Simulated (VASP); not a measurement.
# Ga5N (P-62m) in VASP: notebook

Runs on Ga5N. Level: PBE. Tasks: relaxation of cell and atoms.

Everything below comes from runs of VASP 6.6.1. Logs are shortened: lines on timing, memory, paths and dates and some standing lists are left out, and cuts for length are marked.

## (1) The cell of the first run

Symmetry: P-62m, No. 189, hexagonal system. The conventional cell has a = 6.474 Å, b = 6.474 Å, c = 2.833 Å, α = 90.00°, β = 90.00°, γ = 120.00°. Within 3.0 Å of Ga (site symmetry m2m) lie 2 N at 2.19 Å and 8 Ga at 2.82 to 2.90 Å. Ga (site symmetry -6) has 11 Ga at 2.82 to 3.74 Å and 3 N at 3.74 Å within 3.8 Å. Within 2.9 Å of N (site symmetry -62m) lie 6 Ga at 2.19 Å and 2 N at 2.83 Å.

The cell was built from a structure type or drawn by symmetry, and may not be a known phase.

## (2) Relaxation of cell and atoms, PBE

File INCAR:

```
ALGO     = Normal         # electronic algorithm
EDIFF    = 1E-7           # SCF threshold, eV
EDIFFG   = -0.01          # ionic threshold
ENCUT    = 600            # plane-wave cutoff, eV
GGA      = PE             # functional
IBRION   = 2              # ionic algorithm
ISIF     = 3              # what is computed and relaxed
ISMEAR   = 0              # smearing method
LASPH    = True           # aspherical terms in the spheres
LCHARG   = False          # write CHGCAR
LREAL    = False          # projectors in reciprocal space
LWAVE    = False          # write WAVECAR
NELM     = 60             # most SCF steps
NSW      = 100            # ionic steps
PREC     = Accurate       # precision mode
SIGMA    = 0.1            # smearing width, eV
```

File KPOINTS:

```
k-points
0
Gamma
  6 6 14
```

File POSCAR:

```
Ga5N
1.0
    6.4738511735      0.0000000000      0.0000000000
   -3.2369255867      5.6065195765      0.0000000000
    0.0000000000      0.0000000000      2.8327458605
Ga N
5 1
Direct
    0.7413466500      0.7413466500      0.0000000000
    0.3333333333      0.6666666667      0.5000000000
    0.0000000000      0.2586533500      0.0000000000
    0.2586533500      0.0000000000      0.0000000000
    0.6666666667      0.3333333333      0.5000000000
    0.0000000000      0.0000000000      0.5000000000
```

Potentials or basis: VASP PAW PBE potentials, release 64 (Ga_d, N).

Command:

```
> cat potpaw_PBE.64/Ga_d/POTCAR potpaw_PBE.64/N/POTCAR > POTCAR
> mpirun -np 1 vasp_std > vasp.out
```

OUTCAR:

```text
EDIFF = 1E-7
   EDIFFG = -0.01
   ENCUT = 600
   GGA = PE
   IBRION = 2
   ISIF = 3
   ISMEAR = 0
   LASPH = True
   LREAL = False
   NELM = 60
   NSW = 100
   PREC = Accurate

 ion  position               nearest neighbor table
   1  0.741  0.741  0.000-   6 2.19   6 2.19   5 2.82   5 2.82   2 2.82   2 2.82   3 2.90   4 2.90

   2  0.333  0.667  0.500-   4 2.82   4 2.82   3 2.82   3 2.82   1 2.82   1 2.82
   3  0.000  0.259  0.000-   6 2.19   6 2.19   5 2.82   5 2.82   2 2.82   2 2.82   1 2.90   4 2.90

   4  0.259  0.000  0.000-   6 2.19   6 2.19   2 2.82   2 2.82   5 2.82   5 2.82   3 2.90   1 2.90

   5  0.667  0.333  0.500-   3 2.82   3 2.82   4 2.82   4 2.82   1 2.82   1 2.82
   6  0.000  0.000  0.500-   3 2.19   3 2.19   1 2.19   1 2.19   4 2.19   4 2.19

  LATTYP: Found a hexagonal cell.
 ALAT       =     6.4738511735
 C/A-ratio  =     0.4375673435

  Lattice vectors:

 A1 = (   6.4738511735,   0.0000000000,   0.0000000000)
 A2 = (  -3.2369255867,   5.6065195765,   0.0000000000)
 A3 = (   0.0000000000,   0.0000000000,   2.8327458605)

Analysis of symmetry for initial positions (statically):
=====================================================================
 Subroutine PRICEL returns:
 Original cell was already a primitive cell.

 Routine SETGRP: Setting up the symmetry group for a
 hexagonal supercell.

 Subroutine GETGRP returns: Found 12 space group operations
 (whereof 12 operations were pure point group operations)
 out of a pool of 24 trial point group operations.

The static configuration has the point symmetry D_3h.

Analysis of symmetry for dynamics (positions and initial velocities):
=====================================================================
 Subroutine PRICEL returns:
 Original cell was already a primitive cell.

 Routine SETGRP: Setting up the symmetry group for a
 hexagonal supercell.

 Subroutine GETGRP returns: Found 12 space group operations
 (whereof 12 operations were pure point group operations)
 out of a pool of 24 trial point group operations.

The dynamic configuration has the point symmetry D_3h.

 Subroutine INISYM returns: Found 12 space group operations
 (whereof 12 operations are pure point group operations),
 and found     1 'primitive' translations

----------------------------------------------------------------------------------------

                                     Primitive cell

  volume of cell :     102.8167

  direct lattice vectors                    reciprocal lattice vectors
[... 106 lines left out ...]
   NELECT =      70.0000    total number of electrons
   NUPDOWN=      -1.0000    fix difference up-down
   EMIN   =  10.00;   EMAX   =-10.00  energy-range for DOS
   EFERMI =   0.00;   METHOD = LEGACY
   ISMEAR =     0;   SIGMA  =   0.10  broadening in eV -4-tet -1-fermi 0-gaus
   EFERMI_NEDOS =   21; number of points for ismear=-14 and -15
   IALGO  =     38    algorithm
   IMIX   =      4    mixing-type and parameters
     AMIX     =   0.40;   BMIX     =  1.00
     AMIX_MAG =   1.60;   BMIX_MAG =  1.00
  volume/ion in A,a.u.               =      17.14       115.64
  Fermi-wavevector in a.u.,A,eV,Ry     =   1.440189  2.721563 28.220464  2.074146
  Thomas-Fermi vector in A             =   2.558961
   LORBIT       =      0    0 simple, 1 ext, 2 COOP (PROOUT), +10 PAW based schemes
   GGA     = PE    functional components
   LHFCALC =     F    Hartree Fock is set to
   AEXX    =    0.0000 exact exchange contribution
   IVDW    =     0    specifies the selected vdW correction
   LEPSILON=     F    determine dielectric tensor
   LRPA    =     F    only Hartree local field effects (RPA)
 conjugate gradient relaxation of ions
 non-spin polarized calculation
 Gauss-broadening in eV      SIGMA  =   0.10
  energy-cutoff  :      600.00
  volume of cell :      102.82
 maximum number of plane-waves:      3462
 NGX is ok and might be reduce to    54
   NGX = 25   NGY = 25   NGZ = 11

--------------------------------------- Ionic step        1  -------------------------------------------

 number of electron      69.9999987 magnetization

 Free energy of the ion-electron system (eV)
  ---------------------------------------------------
  ext. energy  EPLUGINS =         0.00000000
  ---------------------------------------------------
  free energy    TOTEN  =       -21.62426115 eV

  energy without entropy =      -21.60835648  energy(sigma->0) =      -21.61630881

------------------------ aborting loop because EDIFF is reached ----------------------------------------

  FORCE on cell =-STRESS in cart. coord.  units (eV):
  Direction    XX          YY          ZZ          XY          YZ          ZX
  --------------------------------------------------------------------------------------
  -------------------------------------------------------------------------------------
  Total        0.2661034      0.2661034     -0.0447863      0.0000000      0.0000000      0.0000000
  in kB        4.1466502      4.1466502     -0.6978981      0.0000000      0.0000000      0.0000000
  external PRESSURE =       2.5318007 kB  Pullay stress =       0.0000000 kB
[... 107 lines left out ...]
--------------------------------------- Ionic step        4  -------------------------------------------

 number of electron      69.9999982 magnetization

 Free energy of the ion-electron system (eV)
  ---------------------------------------------------
  ext. energy  EPLUGINS =         0.00000000
  ---------------------------------------------------
  free energy    TOTEN  =       -21.62567382 eV

  energy without entropy =      -21.61108342  energy(sigma->0) =      -21.61837862

 E-fermi :   5.3123     XC(G=0): -10.8572

 val. band max:        5.3084105759   @ k =   0.1667   0.1667   0.3571
 cond. band min:       5.3274247105   @ k =   0.1667   0.1667   0.4286
 fundamental gap:      0.0190141346
 Fermi energy:         5.3122883720

 k-point     1 :       0.0000    0.0000    0.0000
  band No.  band energies     occupation
      1     -10.9720      2.00000
      2      -9.8479      2.00000
      3      -9.7812      2.00000
      4      -9.7812      2.00000
      5      -9.7287      2.00000
      6      -9.7135      2.00000
[... 1069 lines left out ...]
     41      10.0731      0.00000
     42      10.5662      0.00000

 [... further k-points ...]

------------------------ aborting loop because EDIFF is reached ----------------------------------------

  FORCE on cell =-STRESS in cart. coord.  units (eV):
  Direction    XX          YY          ZZ          XY          YZ          ZX
  --------------------------------------------------------------------------------------
  -------------------------------------------------------------------------------------
  Total       -0.0577562     -0.0577562     -0.0527248     -0.0000000      0.0000000      0.0000000
  in kB       -0.8940329     -0.8940329     -0.8161499     -0.0000000      0.0000000      0.0000000
  external PRESSURE =      -0.8680719 kB  Pullay stress =       0.0000000 kB
[... 21 lines left out ...]
  FREE ENERGIE OF THE ION-ELECTRON SYSTEM (eV)
  ---------------------------------------------------
  free  energy   TOTEN  =       -21.6256738234 eV

  energy  without entropy=      -21.6110834164  energy(sigma->0) =      -21.61837862

 reached required accuracy - stopping structural energy minimisation
```

OSZICAR:

```text
N       E                     dE             d eps       ncg     rms          rms(c)
DAV:   1     0.637323881042E+03    0.63732E+03   -0.36450E+04  4818   0.341E+03
DAV:   2     0.819965443724E+02   -0.55533E+03   -0.54372E+03  4744   0.698E+02
DAV:   3    -0.160407929192E+02   -0.98037E+02   -0.95745E+02  5378   0.202E+02
[... 41 lines left out ...]
DAV:   4    -0.216256473563E+02   -0.30553E-04   -0.62495E-04  5088   0.556E-01    0.944E-03
DAV:   5    -0.216256698593E+02   -0.22503E-04   -0.24377E-04  5986   0.190E-01    0.763E-03
DAV:   6    -0.216256719000E+02   -0.20407E-05   -0.45036E-05  5768   0.172E-01    0.357E-03
DAV:   7    -0.216256737996E+02   -0.18996E-05   -0.21879E-05  7742   0.505E-02    0.119E-03
DAV:   8    -0.216256738234E+02   -0.23894E-07   -0.66292E-07  4700   0.898E-03
   4 F= -.21625674E+02 E0= -.21618379E+02  d E =-.341035E-03
```

CONTCAR:

```text
Ga5N
   1.00000000000000
     6.5041488260200540    0.0000000000002701   -0.0000000000000000
    -3.2520744129595589    5.6327581132562727   -0.0000000000000000
     0.0000000000000000    0.0000000000000000    2.8251685380685978
  Ga              N
     5     1
Direct
     0.7421240448114216    0.7421240448114216    0.0000000000000000
     0.3333333332999970    0.6666666667000030    0.5000000000000000
     0.0000000000000000    0.2578759551885784    0.0000000000000000
     0.2578759551885785    0.0000000000000000    0.0000000000000000
     0.6666666667000030    0.3333333332999970    0.5000000000000000
     1.0000000000000000    1.0000000000000000    0.5000000000000000

  0.00000000E+00  0.00000000E+00  0.00000000E+00
  0.00000000E+00  0.00000000E+00  0.00000000E+00
  0.00000000E+00  0.00000000E+00  0.00000000E+00
  0.00000000E+00  0.00000000E+00  0.00000000E+00
  0.00000000E+00  0.00000000E+00  0.00000000E+00
  0.00000000E+00  0.00000000E+00  0.00000000E+00
```

It took 9.9 min on 1 thread of AMD EPYC 9R45 (Zen 5), shared host; peak memory 0.37 GiB.

Results:

| Item | Value |
| --- | --- |
| Free energy | -21.6257 eV |
| Relaxed volume | 17.25 Å³/atom |
| Relaxed cell | a = 6.504 Å, b = 6.504 Å, c = 2.825 Å, α = 90.00°, β = 90.00°, γ = 120.00° |
| Space group after relaxing (to 0.1 Å) | P-62m (No. 189) |
| Energy gained by relaxing | 0.2 meV/atom |
| Ionic steps | 4 |
| Pressure after relaxing | -0.1 GPa |
| Largest force after relaxing | 0.004 eV/Å |
| Band gap on the k mesh | zero (bands 35 and 36 overlap by 1.49 eV) |

Forces on the atoms (eV/Å):
```
Ga   0.002  0.003  0.000
Ga   0.000  0.000  0.000
Ga   0.002 -0.003  0.000
Ga  -0.004  0.000  0.000
Ga   0.000  0.000  0.000
N    0.000  0.000  0.000
```

The path:
| step | energy change (eV) | largest force (eV/Å) | pressure (GPa) | volume (Å³) |
| --- | --- | --- | --- | --- |
| 1 | 0.0000 | 0.0257 | 0.25 | 102.82 |
| 2 | -0.0009 | 0.0308 | 0.04 | 103.22 |
| 3 | -0.0011 | 0.0355 | -0.16 | 103.59 |
| 4 | -0.0014 | 0.0038 | -0.09 | 103.50 |

Final structure:
```yaml
crystal:
  lattice:
    - [6.50415, 0.00000, 0.00000]
    - [-3.25207, 5.63276, 0.00000]
    - [0.00000, 0.00000, 2.82517]
  atoms:
    - { symbol: Ga, position: [0.74212, 0.74212, 0.00000] }
    - { symbol: Ga, position: [0.33333, 0.66667, 0.50000] }
    - { symbol: Ga, position: [0.00000, 0.25788, 0.00000] }
    - { symbol: Ga, position: [0.25788, 0.00000, 0.00000] }
    - { symbol: Ga, position: [0.66667, 0.33333, 0.50000] }
    - { symbol: N, position: [0.00000, 0.00000, 0.50000] }
```

Levels at points of the mesh, in eV from the Fermi level:
```
           k point  band 33  band 34  band 35  band 36  band 37  band 38
(0.00, 0.00, 0.00)    -1.47    -0.83    -0.64    -0.64     4.70     4.70
(0.50, 0.00, 0.00)    -2.38    -1.47    -0.90     0.86     2.42     2.82
(0.00, 0.00, 0.50)    -2.34    -2.32    -1.89     0.12     0.12     0.97
(0.50, 0.00, 0.50)    -2.35    -2.17    -0.51     0.02     0.96     1.18
```

## (3) Relaxation of cell and atoms, PBE

This run uses another cell than the first one, of 16.58 Å³/atom.

File INCAR:

```
SYSTEM = Ga5N
  PREC = Accurate
  ENCUT = 600
  EDIFF = 1E-7
  ISMEAR = 0
  SIGMA = 0.1
  LREAL = .FALSE.
  LASPH = .TRUE.
  NELM = 60
  ALGO = Normal
  ISIF = 3
  LWAVE = .FALSE.
  LCHARG = .FALSE.
  GGA = PE
  IBRION = 2
  NSW = 100
  EDIFFG = -0.01
```

File KPOINTS:

```
regular mesh
0
G
  12 12 8
  0 0 0
```

File POSCAR:

```
Ga5N
1.0
    5.0115021498      0.0000000000      0.0000000000
   -2.5057510749      4.3400881729      0.0000000000
    0.0000000000      0.0000000000      4.5743306687
Ga N
5 1
Direct
    0.6952903693      0.6952903693      0.0000000000
    0.3333333333      0.6666666667      0.5000000000
    0.0000000000      0.3047096307      0.0000000000
    0.3047096307      0.0000000000      0.0000000000
    0.6666666667      0.3333333333      0.5000000000
    0.0000000000      0.0000000000      0.5000000000
```

Potentials or basis: VASP PAW PBE potentials, release 64 (Ga_d, N).

Command:

```
> cat potpaw_PBE.64/Ga_d/POTCAR potpaw_PBE.64/N/POTCAR > POTCAR
> mpirun -np 1 vasp_std > vasp.out
```

OUTCAR:

```text
SYSTEM = Ga5N
   PREC = Accurate
   ENCUT = 600
   EDIFF = 1E-7
   ISMEAR = 0
   LREAL = .FALSE.
   LASPH = .TRUE.
   NELM = 60
   ISIF = 3
   GGA = PE
   IBRION = 2
   NSW = 100
   EDIFFG = -0.01

 ion  position               nearest neighbor table
   1  0.695  0.695  0.000-   4 2.64   3 2.64   2 2.88   2 2.88   5 2.88   5 2.88
   2  0.333  0.667  0.500-   4 2.88   4 2.88   3 2.88   3 2.88   1 2.88   1 2.88   5 2.89   5 2.89
                             5 2.89
   3  0.000  0.305  0.000-   4 2.64   1 2.64   5 2.88   5 2.88   2 2.88   2 2.88
   4  0.305  0.000  0.000-   3 2.64   1 2.64   2 2.88   2 2.88   5 2.88   5 2.88
   5  0.667  0.333  0.500-   3 2.88   3 2.88   4 2.88   4 2.88   1 2.88   1 2.88   2 2.89   2 2.89
                             2 2.89
   6  0.000  0.000  0.500-

  LATTYP: Found a hexagonal cell.
 ALAT       =     5.0115021498
 C/A-ratio  =     0.9127663786

  Lattice vectors:

 A1 = (   5.0115021498,   0.0000000000,   0.0000000000)
 A2 = (  -2.5057510749,   4.3400881729,   0.0000000000)
 A3 = (   0.0000000000,   0.0000000000,   4.5743306687)

Analysis of symmetry for initial positions (statically):
=====================================================================
 Subroutine PRICEL returns:
[... 294 lines left out ...]
  free  energy   TOTEN  =       -19.4179722266 eV

  energy  without entropy=      -19.4039125728  energy(sigma->0) =      -19.41094240

[... ionic steps 4 to 15 ...]

--------------------------------------- Ionic step       16  -------------------------------------------

 number of electron      70.0000006 magnetization

------------------------ aborting loop because EDIFF is reached ----------------------------------------
[... 75 lines left out ...]
--------------------------------------- Ionic step       18  -------------------------------------------

 number of electron      70.0000000 magnetization

 Free energy of the ion-electron system (eV)
  ---------------------------------------------------
  ext. energy  EPLUGINS =         0.00000000
  ---------------------------------------------------
  free energy    TOTEN  =       -21.58498494 eV

  energy without entropy =      -21.57139382  energy(sigma->0) =      -21.57818938

 E-fermi :   5.4357     XC(G=0): -10.9497

 val. band max:        5.4250664867   @ k =   0.2500   0.1667   0.3750
 cond. band min:       5.4427757828   @ k =   0.3333   0.3333   0.3750
 fundamental gap:      0.0177092961
 Fermi energy:         5.4356841800

 k-point     1 :       0.0000    0.0000    0.0000
  band No.  band energies     occupation
      1     -10.8416      2.00000
      2      -9.7017      2.00000
      3      -9.6299      2.00000
      4      -9.6299      2.00000
      5      -9.5739      2.00000
      6      -9.5717      2.00000
[... 1069 lines left out ...]
     41      11.5425      0.00000
     42      11.8280      0.00000

 [... further k-points ...]

------------------------ aborting loop because EDIFF is reached ----------------------------------------

  FORCE on cell =-STRESS in cart. coord.  units (eV):
  Direction    XX          YY          ZZ          XY          YZ          ZX
  --------------------------------------------------------------------------------------
  -------------------------------------------------------------------------------------
  Total       -0.0248884     -0.0248884      0.0081192      0.0000000      0.0000000      0.0000000
  in kB       -0.3919541     -0.3919541      0.1278650      0.0000000      0.0000000      0.0000000
  external PRESSURE =      -0.2186810 kB  Pullay stress =       0.0000000 kB
[... 21 lines left out ...]
  FREE ENERGIE OF THE ION-ELECTRON SYSTEM (eV)
  ---------------------------------------------------
  free  energy   TOTEN  =       -21.5849849413 eV

  energy  without entropy=      -21.5713938196  energy(sigma->0) =      -21.57818938

 reached required accuracy - stopping structural energy minimisation
```

CONTCAR:

```text
Ga5N
   1.00000000000000
     6.4370907183861386   -0.0000000000000001    0.0000000000000000
    -3.2185453591930693    5.5746840886861238   -0.0000000000000000
     0.0000000000000000   -0.0000000000000001    2.8350601268371718
  Ga              N
     5     1
Direct
     0.7404213292177655    0.7404213292177299    0.0000000000000000
     0.3333333332999970    0.6666666667000030    0.5000000000000000
     0.0000000000000356    0.2595786707822700    1.0000000000000000
     0.2595786707821988    0.0000000000000000    0.0000000000000000
     0.6666666667000030    0.3333333332999970    0.5000000000000000
     0.0000000000000000    0.0000000000000000    0.5000000000000000

  0.00000000E+00  0.00000000E+00  0.00000000E+00
  0.00000000E+00  0.00000000E+00  0.00000000E+00
  0.00000000E+00  0.00000000E+00  0.00000000E+00
  0.00000000E+00  0.00000000E+00  0.00000000E+00
  0.00000000E+00  0.00000000E+00  0.00000000E+00
  0.00000000E+00  0.00000000E+00  0.00000000E+00
```

Wall time 1.6 h (1 thread of Intel Xeon Platinum 8488C (Sapphire Rapids), shared host); peak memory 0.58 GiB.

Results:

- Free energy: -21.5850 eV
- Relaxed volume: 16.96 Å³/atom
- Relaxed cell: a = 6.437 Å, b = 6.437 Å, c = 2.835 Å, α = 90.00°, β = 90.00°, γ = 120.00°
- Space group after relaxing (to 0.1 Å): P-62m (No. 189)
- Energy gained by relaxing: 381.7 meV/atom
- Ionic steps: 18
- Pressure after relaxing: 0.0 GPa
- Largest force after relaxing: 0.009 eV/Å
- Band gap on the k mesh: zero (bands 35 and 36 overlap by 2.11 eV)

Forces in eV/Å, atoms in the order of the input:
```
Ga  -0.004 -0.008  0.000
Ga   0.000  0.000  0.000
Ga  -0.004  0.008  0.000
Ga   0.009  0.000  0.000
Ga   0.000  0.000  0.000
N    0.000  0.000  0.000
```

Step by step:
| step | energy change (eV) | largest force (eV/Å) | pressure (GPa) | volume (Å³) |
| --- | --- | --- | --- | --- |
| 1 | 0.0000 | 0.2048 | -0.24 | 99.49 |
| 2 | -0.0536 | 0.0118 | -0.22 | 99.12 |
| 3 | -0.1232 | 0.4954 | 0.92 | 97.75 |
| 4 | -0.1758 | 0.4600 | 0.46 | 98.60 |
| 5 | -0.3626 | 0.5255 | -0.51 | 100.89 |
| 6 | -0.9231 | 0.4884 | -1.05 | 104.08 |
| 7 | -2.2636 | 0.1222 | -1.16 | 103.98 |
| 8 | -1.9560 | 0.3580 | -2.02 | 105.12 |
| 9 | -2.1566 | 0.3440 | -2.63 | 104.71 |
| 10 | -2.2733 | 0.1896 | -1.79 | 104.25 |
| 11 | -1.3452 | 1.3651 | 11.55 | 94.82 |
| 12 | -2.2820 | 0.0859 | -1.09 | 103.48 |
| 13 | -2.2821 | 0.0715 | -0.97 | 103.37 |
| 14 | -2.2403 | 0.2839 | 2.47 | 98.41 |
| 15 | -2.2901 | 0.0189 | -0.06 | 101.92 |
| 16 | -2.2901 | 0.0217 | -0.06 | 101.89 |
| 17 | -2.2901 | 0.0059 | 0.09 | 101.55 |
| 18 | -2.2902 | 0.0089 | -0.02 | 101.74 |

Final structure:
```yaml
crystal:
  lattice:
    - [6.43709, 0.00000, 0.00000]
    - [-3.21855, 5.57468, 0.00000]
    - [0.00000, 0.00000, 2.83506]
  atoms:
    - { symbol: Ga, position: [0.74042, 0.74042, 0.00000] }
    - { symbol: Ga, position: [0.33333, 0.66667, 0.50000] }
    - { symbol: Ga, position: [0.00000, 0.25958, 0.00000] }
    - { symbol: Ga, position: [0.25958, 0.00000, 0.00000] }
    - { symbol: Ga, position: [0.66667, 0.33333, 0.50000] }
    - { symbol: N, position: [0.00000, 0.00000, 0.50000] }
```

Caveat: a cell axis changed by over 15 % at a fixed basis, so the end point is rough.
